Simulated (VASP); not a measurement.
# Al2Cu (I4/mcm) in VASP: single point with r2SCAN

Aim: the single point of Al2Cu with r2SCAN.

All numbers are computed with VASP 6.6.1; they aren't measurements. Logs are shortened: lines on timing, memory, paths and dates and some standing lists are left out, and cuts for length are marked.

## 1. The cell of the first run

It takes space group I4/mcm (No. 140, tetragonal). Conventional cell: a = 5.992 Å, b = 5.992 Å, c = 4.829 Å, α = 90.00°, β = 90.00°, γ = 90.00°. Within 3.4 Å of Al (site symmetry m2m) lie 4 Cu at 2.56 Å and 11 Al at 2.70 to 3.19 Å. Within 3.2 Å of Cu (site symmetry 422) lie 2 Cu at 2.41 Å and 8 Al at 2.56 Å.

## 2. Single point, r2SCAN

Input file POSCAR:

```
Al2Cu
1.0
   -2.9961666526      2.9961666526      2.4142997894
    2.9961666526     -2.9961666526      2.4142997894
    2.9961666526      2.9961666526     -2.4142997894
Al Cu
4 2
Direct
    0.3406588574      0.1593411426      0.5000000000
    0.1593411426      0.6593411426      0.8186822852
    0.8406588574      0.3406588574      0.1813177148
    0.6593411426      0.8406588574      0.5000000000
    0.7500000000      0.7500000000      0.0000000000
    0.2500000000      0.2500000000      0.0000000000
```

Input file INCAR.step1:

```
SYSTEM = Al2Cu
ALGO = Normal ; EDIFF = 1E-4
ENCUT = 520 ; GGA = PE
ISMEAR = 0 ; LASPH = .TRUE.
LCHARG = .FALSE. ; LREAL = .FALSE.
LWAVE = .TRUE. ; NBANDS = 26
NELM = 80 ; PREC = Accurate
SIGMA = 0.1
```

Input file INCAR.step2:

```
SYSTEM = Al2Cu
ALGO = Normal ; EDIFF = 1E-7
ENCUT = 520 ; ISIF = 2
ISMEAR = 0 ; ISTART = 1
LASPH = .TRUE. ; LCHARG = .TRUE.
LELF = .TRUE. ; LMIXTAU = .TRUE.
LREAL = .FALSE. ; LVHAR = .TRUE.
LWAVE = .FALSE. ; METAGGA = R2SCAN
NBANDS = 26 ; NELM = 80
PREC = Accurate ; SIGMA = 0.1
```

Input file KPOINTS:

```
k-points
0
G
  10 10 10
  0 0 0
```

Potentials or basis: VASP PAW PBE potentials, release 64 (Al, Cu).

Command:

```console
$ cat potpaw_PBE.64/Al/POTCAR potpaw_PBE.64/Cu/POTCAR > POTCAR
$ cp INCAR.step1 INCAR
$ mpirun -np 1 vasp_std > vasp.out
$ cp INCAR.step2 INCAR
$ mpirun -np 1 vasp_std > vasp.out
```

OUTCAR:

```text
SYSTEM = Al2Cu
   EDIFF = 1E-7
   ENCUT = 520
   ISIF = 2
   ISMEAR = 0
   ISTART = 1
   LASPH = .TRUE.
   LREAL = .FALSE.
   METAGGA = R2SCAN
   NELM = 80
   PREC = Accurate

 ion  position               nearest neighbor table
   1  0.341  0.159  0.500-   5 2.56   6 2.56   6 2.56   5 2.56   4 2.70   4 2.86   4 2.86   3 3.08
                             2 3.08   2 3.08   3 3.08   3 3.19   2 3.19   3 3.19   2 3.19
   2  0.159  0.659  0.819-   5 2.56   6 2.56   5 2.56   6 2.56   3 2.70   3 2.86   3 2.86   4 3.08
                             1 3.08   1 3.08   4 3.08   1 3.19   4 3.19   1 3.19   4 3.19
   3  0.841  0.341  0.181-   5 2.56   6 2.56   5 2.56   6 2.56   2 2.70   2 2.86   2 2.86   4 3.08
                             1 3.08   1 3.08   4 3.08   1 3.19   4 3.19   1 3.19   4 3.19
   4  0.659  0.841  0.500-   6 2.56   5 2.56   5 2.56   6 2.56   1 2.70   1 2.86   1 2.86   3 3.08
                             2 3.08   2 3.08   3 3.08   3 3.19   2 3.19   2 3.19   3 3.19
   5  0.750  0.750  0.000-   6 2.41   6 2.41   2 2.56   3 2.56   4 2.56   1 2.56   4 2.56   1 2.56
                             2 2.56   3 2.56
   6  0.250  0.250  0.000-   5 2.41   5 2.41   1 2.56   2 2.56   3 2.56   3 2.56   1 2.56   2 2.56
                             4 2.56   4 2.56

  LATTYP: Found a body centered tetragonal cell.
 ALAT       =     5.9923333052
 C/A-ratio  =     0.8057962288

  Lattice vectors:

 A1 = (  -2.9961666526,   2.9961666526,   2.4142997894)
 A2 = (   2.9961666526,  -2.9961666526,   2.4142997894)
 A3 = (   2.9961666526,   2.9961666526,  -2.4142997894)

Analysis of symmetry for initial positions (statically):
=====================================================================
 Subroutine PRICEL returns:
 Original cell was already a primitive cell.

 Routine SETGRP: Setting up the symmetry group for a
 body centered tetragonal supercell.

 Subroutine GETGRP returns: Found 16 space group operations
 (whereof  8 operations were pure point group operations)
 out of a pool of 16 trial point group operations.

The static configuration has the point symmetry C_4h.
 The point group associated with its full space group is D_4h.

Analysis of symmetry for dynamics (positions and initial velocities):
=====================================================================
 Subroutine PRICEL returns:
 Original cell was already a primitive cell.

 Routine SETGRP: Setting up the symmetry group for a
 body centered tetragonal supercell.

 Subroutine GETGRP returns: Found 16 space group operations
 (whereof  8 operations were pure point group operations)
 out of a pool of 16 trial point group operations.

The dynamic configuration has the point symmetry C_4h.
 The point group associated with its full space group is D_4h.

 Subroutine INISYM returns: Found 16 space group operations
 (whereof  8 operations are pure point group operations),
 and found     1 'primitive' translations

----------------------------------------------------------------------------------------

                                     Primitive cell

  volume of cell :      86.6928

  direct lattice vectors                    reciprocal lattice vectors
    -2.996166653  2.996166653  2.414299789     0.000000000  0.166879903  0.207099384
     2.996166653 -2.996166653  2.414299789     0.166879903  0.000000000  0.207099384
     2.996166653  2.996166653 -2.414299789     0.166879903  0.166879903  0.000000000

  length of vectors
     4.876768673  4.876768673  4.876768673     0.265968150  0.265968150  0.236003822

  position of ions in fractional coordinates (direct lattice)
     0.340658857  0.159341143  0.500000000
     0.159341143  0.659341143  0.818682285
     0.840658857  0.340658857  0.181317715
     0.659341143  0.840658857  0.500000000
     0.750000000  0.750000000  0.000000000
     0.250000000  0.250000000  0.000000000

  ion indices of the primitive-cell ions
   primitive index   ion index
                 1           1
                 2           2
                 3           3
                 4           4
                 5           5
                 6           6

----------------------------------------------------------------------------------------

 KPOINTS: k-points

Automatic generation of k-mesh.
 Grid dimensions read from file:
 generate k-points for:   10   10   10

 Generating k-lattice:

  Cartesian coordinates                     Fractional coordinates (reciprocal lattice)
     0.000000000  0.016687990  0.020709938     0.100000000  0.000000000  0.000000000
     0.016687990  0.000000000  0.020709938     0.000000000  0.100000000  0.000000000
     0.016687990  0.016687990  0.000000000     0.000000000  0.000000000  0.100000000

  Length of vectors
     0.026596815  0.026596815  0.023600382

  Shift w.r.t. Gamma in fractional coordinates (k-lattice)
     0.000000000  0.000000000  0.000000000

 Subroutine IBZKPT returns following result:
 ===========================================

 Found    102 irreducible k-points:

 Following reciprocal coordinates:
            Coordinates               Weight
  0.000000  0.000000  0.000000      1.000000
  0.100000 -0.000000  0.000000      8.000000
  0.200000 -0.000000  0.000000      8.000000
  0.300000  0.000000  0.000000      8.000000
  0.400000 -0.000000  0.000000      8.000000
  0.500000  0.000000  0.000000      4.000000
[... 16 lines left out ...]
  0.300000  0.300000  0.000000      8.000000
  0.400000  0.300000 -0.000000     16.000000
 [... further k-points ...]
   k-points           NKPTS =    102   k-points in BZ     NKDIM =    102   number of bands    NBANDS=     26
   number of dos      NEDOS =    301   number of ions     NIONS =      6
   total plane-waves  NPLWV =  46656
   dimension x,y,z NGX =    36 NGY =   36 NGZ =   36
   dimension x,y,z NGXF=    72 NGYF=   72 NGZF=   72
   ions per type =               4   2
   NGX,Y,Z   is equivalent  to a cutoff of  12.27, 12.27, 12.27 a.u.
   NGXF,Y,Z  is equivalent  to a cutoff of  24.54, 24.54, 24.54 a.u.
 SYSTEM =  Al2Cu
   PREC   = accura    normal or accurate (medium, high low for compatibility)
   ISTART =      1    job   : 0-new  1-cont  2-samecut
   ICHARG =      0    charge: 1-file 2-atom 10-const
   ISPIN  =      1    spin polarized calculation?
   LNONCOLLINEAR =      F non collinear calculations
   LSORBIT =      F    spin-orbit coupling
   LASPH  =      T    aspherical Exc in radial PAW
   ENCUT  =  520.0 eV  38.22 Ry    6.18 a.u.   9.07  9.07  9.07*2*pi/ulx,y,z
   NELM   =     80;   NELMIN=  2; NELMDL=  0     # of ELM steps
   EDIFF  = 0.1E-06   stopping-criterion for ELM
   LREAL  =      F    real-space projection
   EDIFFG = 0.1E-05   stopping-criterion for IOM
   NSW    =      0    number of steps for IOM
   IBRION =     -1    ionic relax: 0-MD 1-quasi-New 2-CG
   NFREE  =      0    steps in history (QN), initial steepest desc. (CG)
   ISIF   =      2    stress and relaxation
   ISYM   =      2    0-nonsym 1-usesym 2-fastsym
   POTIM  = 0.5000    time-step for ionic-motion
   TEBEG  =    0.0;   TEEND  =   0.0 temperature during run
   PSTRESS=    0.0 pullay stress
   NELECT =      34.0000    total number of electrons
   NUPDOWN=      -1.0000    fix difference up-down
   EMIN   =  10.00;   EMAX   =-10.00  energy-range for DOS
   EFERMI =   0.00;   METHOD = LEGACY
   ISMEAR =     0;   SIGMA  =   0.10  broadening in eV -4-tet -1-fermi 0-gaus
   EFERMI_NEDOS =   21; number of points for ismear=-14 and -15
   IALGO  =     38    algorithm
   IMIX   =      4    mixing-type and parameters
     AMIX     =   0.40;   BMIX     =  1.00
     AMIX_MAG =   1.60;   BMIX_MAG =  1.00
  volume/ion in A,a.u.               =      14.45        97.51
  Fermi-wavevector in a.u.,A,eV,Ry     =   1.198322  2.264500 19.537625  1.435975
  Thomas-Fermi vector in A             =   2.334214
   LORBIT       =      0    0 simple, 1 ext, 2 COOP (PROOUT), +10 PAW based schemes
   METAGGA = R2SCAN    functional components
   LHFCALC =     F    Hartree Fock is set to
   AEXX    =    0.0000 exact exchange contribution
   IVDW    =     0    specifies the selected vdW correction
   LEPSILON=     F    determine dielectric tensor
   LRPA    =     F    only Hartree local field effects (RPA)
 non-spin polarized calculation
 Gauss-broadening in eV      SIGMA  =   0.10
  energy-cutoff  :      520.00
  volume of cell :       86.69
 maximum number of plane-waves:      2358
   NGX = 19   NGY = 19   NGZ = 19

 number of electron      34.0000009 magnetization

 Free energy of the ion-electron system (eV)
  ---------------------------------------------------
  ext. energy  EPLUGINS =         0.00000000
  ---------------------------------------------------
  free energy    TOTEN  =       -49.55233306 eV

  energy without entropy =      -49.54336157  energy(sigma->0) =      -49.54784732

 E-fermi :   8.2559     XC(G=0): -11.8514

 val. band max:        8.2551237226   @ k =  -0.2000  -0.3000   0.2000
 cond. band min:       8.2561849532   @ k =  -0.1000  -0.2000   0.1000
 fundamental gap:      0.0010612306
 Fermi energy:         8.2559120506

 k-point     1 :       0.0000    0.0000    0.0000
  band No.  band energies     occupation
      1      -3.3593      2.00000
      2       2.5763      2.00000
      3       2.7883      2.00000
      4       2.7884      2.00000
      5       2.8540      2.00000
      6       3.7710      2.00000
[... 18 lines left out ...]
     25      14.0356      0.00000
     26      14.5750      0.00000

 k-point     2 :       0.1000   -0.0000    0.0000
  band No.  band energies     occupation
      1      -3.2463      2.00000
      2       2.5616      2.00000
      3       2.7596      2.00000
      4       2.7798      2.00000
      5       2.8750      2.00000
      6       3.7507      2.00000
[... 18 lines left out ...]
     25      14.1620      0.00000
     26      14.9053      0.00000

 k-point     3 :       0.2000   -0.0000    0.0000
  band No.  band energies     occupation
      1      -2.9083      2.00000
      2       2.5230      2.00000
      3       2.5380      2.00000
      4       2.7524      2.00000
      5       2.9263      2.00000
      6       3.6602      2.00000
[... 18 lines left out ...]
     25      14.5492      0.00000
     26      15.0948      0.00000

 k-point     4 :       0.3000    0.0000    0.0000
  band No.  band energies     occupation
      1      -2.3495      2.00000
      2       1.6998      2.00000
      3       2.5028      2.00000
      4       2.7020      2.00000
      5       2.9752      2.00000
      6       3.5349      2.00000
[... 18 lines left out ...]
     25      15.2135      0.00000
     26      15.6845      0.00000

 k-point     5 :       0.4000   -0.0000    0.0000
  band No.  band energies     occupation
      1      -1.5780      2.00000
      2       0.5209      2.00000
      3       2.5102      2.00000
      4       2.6312      2.00000
      5       3.0170      2.00000
      6       3.3133      2.00000
[... 18 lines left out ...]
     25      15.0708      0.00000
     26      15.5398      0.00000

 k-point     6 :       0.5000    0.0000    0.0000
  band No.  band energies     occupation
      1      -0.6093      2.00000
      2      -0.6093      2.00000
      3       2.5584      2.00000
      4       2.5584      2.00000
      5       3.1169      2.00000
      6       3.1169      2.00000
[... 427 lines left out ...]
 k-point    21 :      -0.3000    0.2000   -0.0000
  band No.  band energies     occupation
      1      -2.7164      2.00000
      2       1.3521      2.00000
      3       2.6169      2.00000
      4       2.8854      2.00000
      5       2.9143      2.00000
      6       3.5249      2.00000
[... 18 lines left out ...]
     25      12.9823      0.00000
     26      17.1315      0.00000

 k-point    22 :      -0.2000    0.2000    0.0000
  band No.  band energies     occupation
      1      -3.0048      2.00000
      2       1.7683      2.00000
      3       2.7153      2.00000
      4       2.8433      2.00000
      5       2.8922      2.00000
      6       3.6105      2.00000
[... 18 lines left out ...]
     25      12.2313      0.00000
     26      17.4684      0.00000

 k-point    23 :       0.3000    0.3000    0.0000
  band No.  band energies     occupation
      1      -0.1971      2.00000
      2       0.1568      2.00000
      3       0.1859      2.00000
      4       2.4915      2.00000
      5       3.3683      2.00000
      6       3.4119      2.00000
[... 18 lines left out ...]
     25      14.9916      0.00000
     26      16.0299      0.00000

 k-point    24 :       0.4000    0.3000   -0.0000
  band No.  band energies     occupation
      1      -0.8088      2.00000
      2       0.0207      2.00000
      3       0.8715      2.00000
      4       2.6106      2.00000
      5       3.2177      2.00000
      6       3.3598      2.00000
[... 18 lines left out ...]
     25      15.8700      0.00000
     26      15.9116      0.00000

 [... further k-points ...]

------------------------ aborting loop because EDIFF is reached ----------------------------------------

  FORCE on cell =-STRESS in cart. coord.  units (eV):
  Direction    XX          YY          ZZ          XY          YZ          ZX
  --------------------------------------------------------------------------------------
  -------------------------------------------------------------------------------------
  Total       -0.2320369     -0.2320369     -0.4000211      0.0000000      0.0000000      0.0000000
  in kB       -4.2882944     -4.2882944     -7.3928239      0.0000000      0.0000000      0.0000000
  external PRESSURE =      -5.3231376 kB  Pullay stress =       0.0000000 kB

 VOLUME and BASIS-vectors are now :
 -----------------------------------------------------------------------------
  energy-cutoff  :      520.00
  volume of cell :       86.69
      direct lattice vectors                 reciprocal lattice vectors
    -2.996166653  2.996166653  2.414299789     0.000000000  0.166879903  0.207099384
     2.996166653 -2.996166653  2.414299789     0.166879903  0.000000000  0.207099384
     2.996166653  2.996166653 -2.414299789     0.166879903  0.166879903  0.000000000

 POSITION                                       TOTAL-FORCE (eV/Angst)
 -----------------------------------------------------------------------------------
      0.95483      2.04134      0.00000         0.011337     -0.011337      0.000000
      3.95099      0.95483      0.00000         0.011337      0.011337     -0.000000
     -0.95483      2.04134      2.41430        -0.011337     -0.011337      0.000000
      2.04134      0.95483      2.41430        -0.011337      0.011337     -0.000000
      0.00000      0.00000      3.62145        -0.000000      0.000000     -0.000000
      0.00000      0.00000      1.20715        -0.000000      0.000000     -0.000000
 -----------------------------------------------------------------------------------
    total drift:                                0.000000     -0.000000      0.000000

  FREE ENERGIE OF THE ION-ELECTRON SYSTEM (eV)
  ---------------------------------------------------
  free  energy   TOTEN  =       -49.5523330614 eV

  energy  without entropy=      -49.5433615691  energy(sigma->0) =      -49.54784732
```

Wall time 7 min (1 thread of Intel Xeon 6975P-C (Granite Rapids), shared host); peak memory 0.35 GiB.

Results:

```yaml
Free_energy: -49.5523 eV
Pressure: -0.5 GPa
Largest_force: 0.016 eV/Å
Band_gap_on_the_k_mesh: zero (bands 17 and 18 overlap by 4.71 eV)
```

Forces on the atoms (eV/Å):
```
Al   0.011 -0.011  0.000
Al   0.011  0.011  0.000
Al  -0.011 -0.011  0.000
Al  -0.011  0.011  0.000
Cu   0.000  0.000  0.000
Cu   0.000  0.000  0.000
```

Stress tensor (GPa, compression positive):
```
-0.43  0.00  0.00
 0.00 -0.43  0.00
 0.00  0.00 -0.74
```

Levels at points of the mesh, in eV from the Fermi level:
```tsv
k point	band 13	band 14	band 15	band 16	band 17	band 18	band 19	band 20	band 21	band 22
(0.00, 0.00, 0.00)	-3.22	-2.09	-1.54	-1.39	-1.39	-0.96	-0.03	0.01	1.72	1.72
(0.50, 0.00, 0.00)	-3.30	-3.30	-2.77	-2.77	0.25	0.25	4.37	4.37	4.61	4.61
(0.50, 0.50, 0.00)	-3.14	-3.04	-1.65	-1.45	-0.79	-0.75	0.88	1.43	4.91	5.00
(0.50, 0.50, 0.50)	-3.56	-3.43	-3.43	-1.97	2.81	3.09	3.09	3.54	4.72	5.14
```

Caveat: the PAW data sets were made with another functional, which shifts forces and pressure a little.
